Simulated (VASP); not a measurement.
# PbS (Fm-3m) in VASP: further runs

The runs below take PbS through relaxation of cell and atoms, single point, with PBEsol+D4, b88 exchange, pbe correlation, HF.

All numbers are computed with VASP 6.6.1; they aren't measurements. Logs are shortened: lines on timing, memory, paths and dates and some standing lists are left out, and cuts for length are marked.

**1. The cell of the first run**

The structure is cubic, space group Fm-3m (No. 225). The conventional cell has a = 5.931 Å, b = 5.931 Å, c = 5.931 Å, α = 90.00°, β = 90.00°, γ = 90.00°. Pb (site symmetry m-3m) has 6 S at 2.97 Å within 3.9 Å. Within 3.9 Å of S (site symmetry m-3m) lie 6 Pb at 2.97 Å.

**2. Relaxation of cell and atoms, PBEsol+D4, collinear spin**

Input file INCAR:

```
SYSTEM = PbS
ALGO     = Normal         ! electronic algorithm
EDIFF    = 1E-6           ! SCF threshold, eV
EDIFFG   = -0.005         ! ionic threshold
ENCUT    = 600            ! plane-wave cutoff, eV
GGA      = PS             ! functional
IBRION   = 2              ! ionic algorithm
ISIF     = 3              ! what is computed and relaxed
ISMEAR   = 0              ! smearing method
ISPIN    = 2              ! spin polarisation
IVDW     = 13             ! dispersion correction
LASPH    = .TRUE.         ! aspherical terms in the spheres
LCHARG   = .FALSE.        ! write CHGCAR
LORBIT   = 11             ! projections on sites
LREAL    = .FALSE.        ! projectors in reciprocal space
LWAVE    = .FALSE.        ! write WAVECAR
MAGMOM   = 0.5 0          ! initial moments
NELM     = 150            ! most SCF steps
NSW      = 80             ! ionic steps
PREC     = Accurate       ! precision mode
SIGMA    = 0.01           ! smearing width, eV
```

Input file KPOINTS:

```
k-points
0
G
  8 8 8
  0 0 0
```

Input file POSCAR:

```
PbS
1.0
    0.0000000000      2.9657500000      2.9657500000
    2.9657500000      0.0000000000      2.9657500000
    2.9657500000      2.9657500000      0.0000000000
Pb S
1 1
Direct
    0.0000000000      0.0000000000      0.0000000000
    0.5000000000      0.5000000000      0.5000000000
```

Potentials or basis: VASP PAW PBE potentials, release 64 (Pb_d, S).

On the command line:

```bash
> cat potpaw_PBE.64/Pb_d/POTCAR potpaw_PBE.64/S/POTCAR > POTCAR
> mpirun -np 1 vasp_std > vasp.out
```

OUTCAR:

```text
SYSTEM = PbS
   EDIFF = 1E-6
   EDIFFG = -0.005
   ENCUT = 600
   GGA = PS
   IBRION = 2
   ISIF = 3
   ISMEAR = 0
   ISPIN = 2
   IVDW = 13
   LASPH = .TRUE.
   LORBIT = 11
   LREAL = .FALSE.
   NELM = 150
   NSW = 80
   PREC = Accurate

 ion  position               nearest neighbor table
   1  0.000  0.000  0.000-   2 2.97   2 2.97   2 2.97   2 2.97   2 2.97   2 2.97
   2  0.500  0.500  0.500-   1 2.97   1 2.97   1 2.97   1 2.97   1 2.97   1 2.97

  LATTYP: Found a face centered cubic cell.
 ALAT       =     5.9315000000

  Lattice vectors:

 A1 = (   0.0000000000,   2.9657500000,   2.9657500000)
 A2 = (   2.9657500000,   0.0000000000,   2.9657500000)
 A3 = (   2.9657500000,   2.9657500000,   0.0000000000)

Analysis of symmetry for initial positions (statically):
=====================================================================
 Subroutine PRICEL returns:
 Original cell was already a primitive cell.

 Routine SETGRP: Setting up the symmetry group for a
 face centered cubic supercell.

 Subroutine GETGRP returns: Found 48 space group operations
 (whereof 48 operations were pure point group operations)
 out of a pool of 48 trial point group operations.

The static configuration has the point symmetry O_h .

Analysis of symmetry for dynamics (positions and initial velocities):
=====================================================================
 Subroutine PRICEL returns:
 Original cell was already a primitive cell.

 Routine SETGRP: Setting up the symmetry group for a
 face centered cubic supercell.

 Subroutine GETGRP returns: Found 48 space group operations
 (whereof 48 operations were pure point group operations)
 out of a pool of 48 trial point group operations.

The dynamic configuration has the point symmetry O_h .

Analysis of structural, dynamic, and magnetic symmetry:
=====================================================================
 Subroutine PRICEL returns:
 Original cell was already a primitive cell.

 Routine SETGRP: Setting up the symmetry group for a
 face centered cubic supercell.

 Subroutine GETGRP returns: Found 48 space group operations
 (whereof 48 operations were pure point group operations)
 out of a pool of 48 trial point group operations.

The overall configuration has the point symmetry O_h .

 Subroutine INISYM returns: Found 48 space group operations
 (whereof 48 operations are pure point group operations),
 and found     1 'primitive' translations

----------------------------------------------------------------------------------------

                                     Primitive cell

  volume of cell :      52.1715

  direct lattice vectors                    reciprocal lattice vectors
     0.000000000  2.965750000  2.965750000    -0.168591419  0.168591419  0.168591419
     2.965750000  0.000000000  2.965750000     0.168591419 -0.168591419  0.168591419
     2.965750000  2.965750000  0.000000000     0.168591419  0.168591419 -0.168591419

  length of vectors
     4.194203873  4.194203873  4.194203873     0.292008903  0.292008903  0.292008903

  position of ions in fractional coordinates (direct lattice)
     0.000000000  0.000000000  0.000000000
     0.500000000  0.500000000  0.500000000

  ion indices of the primitive-cell ions
   primitive index   ion index
                 1           1
                 2           2

----------------------------------------------------------------------------------------

 KPOINTS: k-points

Automatic generation of k-mesh.
 Grid dimensions read from file:
 generate k-points for:    8    8    8

 Generating k-lattice:

  Cartesian coordinates                     Fractional coordinates (reciprocal lattice)
    -0.021073927  0.021073927  0.021073927     0.125000000  0.000000000  0.000000000
     0.021073927 -0.021073927  0.021073927     0.000000000  0.125000000  0.000000000
     0.021073927  0.021073927 -0.021073927     0.000000000  0.000000000  0.125000000

  Length of vectors
     0.036501113  0.036501113  0.036501113

  Shift w.r.t. Gamma in fractional coordinates (k-lattice)
     0.000000000  0.000000000  0.000000000

 Subroutine IBZKPT returns following result:
 ===========================================

 Found     29 irreducible k-points:

 Following reciprocal coordinates:
            Coordinates               Weight
  0.000000  0.000000  0.000000      1.000000
  0.125000  0.000000  0.000000      8.000000
  0.250000  0.000000  0.000000      8.000000
  0.375000  0.000000  0.000000      8.000000
  0.500000  0.000000  0.000000      4.000000
  0.125000  0.125000  0.000000      6.000000
[... 16 lines left out ...]
  0.500000  0.250000  0.125000     48.000000
 -0.375000  0.250000  0.125000     24.000000
 [... further k-points ...]
   k-points           NKPTS =     29   k-points in BZ     NKDIM =     29   number of bands    NBANDS=     14
   number of dos      NEDOS =    301   number of ions     NIONS =      2
   total plane-waves  NPLWV =  46656
   dimension x,y,z NGX =    36 NGY =   36 NGZ =   36
   dimension x,y,z NGXF=    72 NGYF=   72 NGZF=   72
   ions per type =               1   1
   NGX,Y,Z   is equivalent  to a cutoff of  14.27, 14.27, 14.27 a.u.
   NGXF,Y,Z  is equivalent  to a cutoff of  28.54, 28.54, 28.54 a.u.
 SYSTEM =  PbS
   PREC   = accura    normal or accurate (medium, high low for compatibility)
   ISTART =      0    job   : 0-new  1-cont  2-samecut
   ICHARG =      2    charge: 1-file 2-atom 10-const
   ISPIN  =      2    spin polarized calculation?
   LNONCOLLINEAR =      F non collinear calculations
   LSORBIT =      F    spin-orbit coupling
   LASPH  =      T    aspherical Exc in radial PAW
   ENCUT  =  600.0 eV  44.10 Ry    6.64 a.u.   8.38  8.38  8.38*2*pi/ulx,y,z
   NELM   =    150;   NELMIN=  2; NELMDL= -5     # of ELM steps
   EDIFF  = 0.1E-05   stopping-criterion for ELM
   LREAL  =      F    real-space projection
   EDIFFG = -.5E-02   stopping-criterion for IOM
   NSW    =     80    number of steps for IOM
   IBRION =      2    ionic relax: 0-MD 1-quasi-New 2-CG
   NFREE  =      1    steps in history (QN), initial steepest desc. (CG)
   ISIF   =      3    stress and relaxation
   ISYM   =      2    0-nonsym 1-usesym 2-fastsym
   POTIM  = 0.5000    time-step for ionic-motion
   TEBEG  =    0.0;   TEEND  =   0.0 temperature during run
   PSTRESS=    0.0 pullay stress
   NELECT =      20.0000    total number of electrons
   NUPDOWN=      -1.0000    fix difference up-down
   EMIN   =  10.00;   EMAX   =-10.00  energy-range for DOS
   EFERMI =   0.00;   METHOD = LEGACY
   ISMEAR =     0;   SIGMA  =   0.01  broadening in eV -4-tet -1-fermi 0-gaus
   EFERMI_NEDOS =   21; number of points for ismear=-14 and -15
   IALGO  =     38    algorithm
   IMIX   =      4    mixing-type and parameters
     AMIX     =   0.40;   BMIX     =  1.00
     AMIX_MAG =   1.60;   BMIX_MAG =  1.00
  volume/ion in A,a.u.               =      26.09       176.04
  Fermi-wavevector in a.u.,A,eV,Ry     =   1.189251  2.247359 19.242973  1.414319
  Thomas-Fermi vector in A             =   2.325363
   LORBIT       =     11    0 simple, 1 ext, 2 COOP (PROOUT), +10 PAW based schemes
   GGA     = PS    functional components
   LHFCALC =     F    Hartree Fock is set to
   AEXX    =    0.0000 exact exchange contribution
   IVDW    =    13    specifies the selected vdW correction
   LEPSILON=     F    determine dielectric tensor
   LRPA    =     F    only Hartree local field effects (RPA)
 conjugate gradient relaxation of ions
 spin polarized calculation
 Gauss-broadening in eV      SIGMA  =   0.01
  energy-cutoff  :      600.00
  volume of cell :       52.17
 maximum number of plane-waves:      1807
 NGX is ok and might be reduce to    36
   NGX = 17   NGY = 17   NGZ = 17

--------------------------------------- Ionic step        1  -------------------------------------------

 number of electron      20.0000002 magnetization      -0.0003203

 number of electron      20.0000002 magnetization       0.0000116

 Free energy of the ion-electron system (eV)
  ---------------------------------------------------
  ext. energy  EPLUGINS =         0.00000000
  ---------------------------------------------------
  free energy    TOTEN  =        -9.45594180 eV

  energy without entropy =       -9.45594180  energy(sigma->0) =       -9.45594180

 E-fermi :   5.7929     XC(G=0):  -9.8874

 val. band max:        5.6873520646   @ k =   0.5000   0.0000   0.0000
 cond. band min:       5.9421201540   @ k =   0.5000   0.0000   0.0000
 fundamental gap:      0.2547680894
 Fermi energy:         5.7928803661

 spin component 1

 k-point     1 :       0.0000    0.0000    0.0000
  band No.  band energies     occupation
      1     -11.0552      1.00000
      2     -11.0552      1.00000
      3     -11.0552      1.00000
      4     -11.0420      1.00000
      5     -11.0420      1.00000
      6      -7.9156      1.00000
      7      -0.3703      1.00000
      8       3.5173      1.00000
      9       3.5173      1.00000
     10       3.5173      1.00000
     11      10.8481      0.00000
     12      10.8481      0.00000
     13      10.8481      0.00000
     14      12.3320      0.00000
[... 878 lines left out ...]
  FREE ENERGIE OF THE ION-ELECTRON SYSTEM (eV)
  ---------------------------------------------------
  free  energy   TOTEN  =        -9.9042480330 eV

  energy  without entropy=       -9.9042480130  energy(sigma->0) =       -9.90424802

--------------------------------------- Ionic step        3  -------------------------------------------

 number of electron      20.0000001 magnetization      -0.0000000

 number of electron      20.0000001 magnetization       0.0000000

 Free energy of the ion-electron system (eV)
  ---------------------------------------------------
  ext. energy  EPLUGINS =         0.00000000
  ---------------------------------------------------
  free energy    TOTEN  =        -9.45340772 eV

  energy without entropy =       -9.45340772  energy(sigma->0) =       -9.45340772

 E-fermi :   6.2679     XC(G=0): -10.0548

 val. band max:        6.2100688052   @ k =   0.5000   0.0000   0.0000
 cond. band min:       6.3255471545   @ k =   0.5000   0.0000   0.0000
 fundamental gap:      0.1154783493
 Fermi energy:         6.2679491556

 spin component 1

 k-point     1 :       0.0000    0.0000    0.0000
  band No.  band energies     occupation
      1     -10.6409      1.00000
      2     -10.6409      1.00000
      3     -10.6409      1.00000
      4     -10.6287      1.00000
      5     -10.6287      1.00000
      6      -7.7690      1.00000
      7       0.1743      1.00000
      8       3.8146      1.00000
      9       3.8146      1.00000
     10       3.8146      1.00000
     11      11.4303      0.00000
     12      11.4303      0.00000
     13      11.4303      0.00000
     14      12.7179      0.00000
[... 829 lines left out ...]
 POSITION                                       TOTAL-FORCE (eV/Angst)
 -----------------------------------------------------------------------------------
      0.00000     -0.00000      0.00000         0.000000     -0.000000      0.000000
      2.93074      2.93074      2.93074        -0.000000      0.000000     -0.000000
 -----------------------------------------------------------------------------------
    total drift:                                0.000000      0.000000      0.000000

  FREE ENERGIE OF THE ION-ELECTRON SYSTEM (eV)
  ---------------------------------------------------
  free  energy   TOTEN  =        -9.9061573591 eV

  energy  without entropy=       -9.9061573591  energy(sigma->0) =       -9.90615736

 reached required accuracy - stopping structural energy minimisation

 total charge

# of ion       s       p       d       tot
------------------------------------------
    1        1.474   0.533   9.848  11.855
    2        1.347   2.318   0.000   3.665
--------------------------------------------------
tot          2.821   2.851   9.848  15.520

 magnetization (x)

# of ion       s       p       d       tot
------------------------------------------
    1       -0.000  -0.000   0.000  -0.000
    2       -0.000   0.000   0.000   0.000
--------------------------------------------------
tot         -0.000   0.000   0.000   0.000
```

Run time: 59 s. Hardware: 1 thread of AMD EPYC 9R45 (Zen 5), shared host; peak memory 0.23 GiB.

What came out:

| Quantity | Value |
| --- | --- |
| Free energy | -9.9062 eV |
| Relaxed volume | 25.17 Å³/atom |
| Relaxed cell | a = 4.145 Å, b = 4.145 Å, c = 4.145 Å, α = 60.00°, β = 60.00°, γ = 60.00° |
| Space group after relaxing (to 0.1 Å) | Fm-3m (No. 225) |
| Energy gained by relaxing | 6.1 meV/atom |
| Ionic steps | 3 |
| Pressure after relaxing | 0.0 GPa |
| Band gap on the k mesh | 0.12 eV |
| Net moment | 0.00 μB per cell |
| Valence electrons inside the program's atomic spheres | Pb 11.86; S 3.67 |
| Dispersion energy per atom | -0.226 eV |

The path:
```tsv
step	energy change (eV)	largest force (eV/Å)	pressure (GPa)	volume (Å³)
1	0.0000	0.0000	-2.08	52.17
2	-0.0103	0.0000	0.90	49.66
3	-0.0122	0.0000	0.00	50.35
```

Final structure:
```
Pb S
1.0
     0.00000    2.93074    2.93074
     2.93074    0.00000    2.93074
     2.93074    2.93074    0.00000
Pb S
1 1
Direct
  0.00000 0.00000 0.00000
  0.50000 0.50000 0.50000
```

Caveat: the PAW data sets were made with another functional, which shifts forces and pressure a little; spin-orbit coupling is left out, which moves the levels of the heavy elements. A k mesh can miss the band edges.

**3. Single point, b88 exchange, pbe correlation**

This run uses another cell than the first one, of 27.03 Å³/atom.

Input file INCAR:

```
SYSTEM = PbS
ALGO     = Normal         ! electronic algorithm
EDIFF    = 1E-6           ! SCF threshold, eV
ENCUT    = 500            ! plane-wave cutoff, eV
GGA      = LIBXC          ! functional
GGA_COMPAT= .False.      
ISIF     = 2              ! what is computed and relaxed
ISMEAR   = -1             ! smearing method
LASPH    = .True.         ! aspherical terms in the spheres
LCHARG   = .False.        ! write CHGCAR
LIBXC1   = GGA_X_B88    
LIBXC2   = GGA_C_PBE    
LREAL    = .False.        ! projectors in reciprocal space
LWAVE    = .False.        ! write WAVECAR
NBANDS   = 17             ! bands
NELM     = 120            ! most SCF steps
PREC     = Accurate       ! precision mode
SIGMA    = 0.05           ! smearing width, eV
```

Input file KPOINTS:

```
k-points
0
Gamma
  8 8 8
  0 0 0
```

Input file POSCAR:

```
PbS
1.0
    0.0000000000      3.0010072812      3.0010072812
    3.0010072812      0.0000000000      3.0010072812
    3.0010072812      3.0010072812      0.0000000000
Pb S
1 1
Direct
    0.0000000000      0.0000000000      0.0000000000
    0.5000000000      0.5000000000      0.5000000000
```

Potentials or basis: VASP PAW PBE potentials, release 64 (Pb_d, S).

On the command line:

```bash
> cat potpaw_PBE.64/Pb_d/POTCAR potpaw_PBE.64/S/POTCAR > POTCAR
> mpirun -np 1 vasp_std > vasp.out
```

Wall time 25 s (1 thread of Intel Xeon Platinum 8488C (Sapphire Rapids), shared host); peak memory 0.18 GiB.

It converged, with:

| Quantity | Value |
| --- | --- |
| Free energy | -8.5060 eV |
| Pressure | -0.1 GPa |
| Band gap on the k mesh | 0.50 eV |

Levels at points of the mesh, in eV from the valence-band top:
```tsv
k point	band 8	band 9	band 10	band 11	band 12	band 13
(0.00, 0.00, 0.00)	-1.95	-1.95	-1.95	5.14	5.14	5.14
(0.50, 0.00, 0.00)	-1.59	-1.59	0.00	0.50	2.07	2.07
(0.50, 0.50, 0.00)	-4.85	-3.17	-3.17	4.07	5.49	5.58
```

Caveat: the PAW data sets were made with another functional, which shifts forces and pressure a little; spin-orbit coupling is left out, which moves the levels of the heavy elements. A k mesh can miss the band edges.

(Part 1 of 2 ends here.)
